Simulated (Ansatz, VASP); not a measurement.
SrCl2: VASP beside Ansatz

POSCAR

```
SrCl2
1.0
   -1.4638182731      2.9276365463      2.9276365463
    2.9276365463     -1.4638182731      2.9276365463
    2.9276365463      2.9276365463     -1.4638182731
Sr Cl
1 2
Direct
    0.0000000000      0.0000000000      0.0000000000
    0.2500000000      0.2500000000      0.2500000000
    0.7500000000      0.7500000000      0.7500000000
```

The input INCAR.step1:

```
PREC     = Accurate       # precision mode
ENCUT    = 520            # plane-wave cutoff, eV
ISMEAR   = 0              # smearing method
SIGMA    = 0.05           # smearing width, eV
LREAL    = F              # projectors in reciprocal space
LASPH    = T              # aspherical terms in the spheres
NELM     = 80             # most SCF steps
NBANDS   = 19             # bands
GGA      = PE             # functional
ALGO     = Normal         # electronic algorithm
EDIFF    = 1E-4           # SCF threshold, eV
LWAVE    = T              # write WAVECAR
LCHARG   = F              # write CHGCAR
```

The input INCAR.step2:

```
PREC     = Accurate       # precision mode
ENCUT    = 520            # plane-wave cutoff, eV
EDIFF    = 1E-6           # SCF threshold, eV
ISMEAR   = 0              # smearing method
SIGMA    = 0.05           # smearing width, eV
LREAL    = F              # projectors in reciprocal space
LASPH    = T              # aspherical terms in the spheres
NELM     = 80             # most SCF steps
ALGO     = Normal         # electronic algorithm
ISIF     = 2              # what is computed and relaxed
LWAVE    = F              # write WAVECAR
LCHARG   = F              # write CHGCAR
METAGGA  = R2SCAN         # meta-GGA
LMIXTAU  = T            
NBANDS   = 19             # bands
ISTART   = 1
```

Contents of KPOINTS:

```
regular mesh
0
Gamma
  6 6 6
```

Input for Ansatz:

```yaml
crystal:
  lattice:
    - [-1.4638182731, 2.9276365463, 2.9276365463]
    - [2.9276365463, -1.4638182731, 2.9276365463]
    - [2.9276365463, 2.9276365463, -1.4638182731]
  atoms:
    - { symbol: Sr, position: [0.0, 0.0, 0.0] }
    - { symbol: Cl, position: [0.25, 0.25, 0.25] }
    - { symbol: Cl, position: [0.75, 0.75, 0.75] }
basis:
  ecutwfc: 500
kpoints:
  mp_grid: { grid: [6, 6, 6] }
hamiltonian:
  xc: r2scan
scf:
  occupations: { method: gaussian, width: 0.05 }
output:
  forces: true
  stress: true
  eigenvalues: true
```

Alike in both runs: task single point; functional r2SCAN; k mesh 6 × 6 × 6; occupations gaussian, width 0.05 eV; no spin polarisation.

```csv
,VASP,Ansatz
version,VASP 6.6.1,Ansatz 0.2.0
potentials or method,"VASP PAW PBE potentials, release 64 (Sr_sv, Cl), cutoff 520 eV","scalar-relativistic, plane waves, PAW"
valence electrons in the cell,24,24
```

Ansatz gave:

```
gap on the k mesh at the Fermi level (eV) : 0.75
least direct gap on the mesh (eV)         : 0.75
rms of the force components (eV/Å)        : 11.660
```

Task: Estimate VASP's values.

Result: gap on the k mesh at the Fermi level (eV): 0.69; least direct gap on the mesh (eV): 0.69; rms of the force components (eV/Å): 11.918.

VASP's potentials were made for PBE, not for r2SCAN. Atom by atom the forces differ by 0.258 eV/Å (rms over components).
